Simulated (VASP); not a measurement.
A run of VASP 6.6.1 is set up as follows.

The input POSCAR:

```
TiAl3
1.0
    3.8240007107      0.0000000000      0.0000000000
    0.0000000000      3.8240007107      0.0000000000
    0.0000000000      0.0000000000      8.6494683761
Ti Al
2 6
Direct
    0.0000000000      0.0000000000      0.0000000000
    0.5000000000      0.5000000000      0.5000000000
    0.5000000000      0.5000000000      0.0000000000
    0.0000000000      0.5000000000      0.2500000000
    0.5000000000      0.0000000000      0.2500000000
    0.0000000000      0.0000000000      0.5000000000
    0.5000000000      0.0000000000      0.7500000000
    0.0000000000      0.5000000000      0.7500000000
```

The input INCAR.step1:

```
SYSTEM = TiAl3
ALGO = Normal
EDIFF = 1E-4
ENCUT = 520
GGA = PE
ISMEAR = 0
LASPH = .True.
LCHARG = .False.
LREAL = .False.
LWAVE = .True.
NBANDS = 31
NELM = 100
PREC = Accurate
SIGMA = 0.1
```

Contents of INCAR.step2:

```
SYSTEM = TiAl3
ALGO = Normal
EDIFF = 1E-6
ENCUT = 520
ISIF = 2
ISMEAR = 0
ISTART = 1
LASPH = .True.
LCHARG = .False.
LMIXTAU = .True.
LREAL = .False.
LWAVE = .False.
METAGGA = R2SCAN
NBANDS = 31
NELM = 100
PREC = Accurate
SIGMA = 0.1
```

KPOINTS

```
k-points
0
Gamma
  10 10 4
  0 0 0
```

Potentials or basis: VASP PAW PBE potentials, release 64 (Ti_sv, Al).

Launch:

```bash
$ cat potpaw_PBE.64/Ti_sv/POTCAR potpaw_PBE.64/Al/POTCAR > POTCAR
$ cp INCAR.step1 INCAR
$ mpirun -np 1 vasp_std > vasp.out
$ cp INCAR.step2 INCAR
$ mpirun -np 1 vasp_std > vasp.out
```

Predict the band gap on the k mesh.

zero (bands 21 and 22 overlap by 2.29 eV).

What does it give for the pressure?

-1.2 GPa.

Stress tensor (GPa, compression positive):
```
-0.57  0.00  0.00
 0.00 -0.57  0.00
 0.00  0.00 -2.34
```

Caveat: the cell differs from its parent crystal (strain along c alone, the other axes held: +1.0 %); the PAW data sets were made with another functional, which shifts forces and pressure a little.
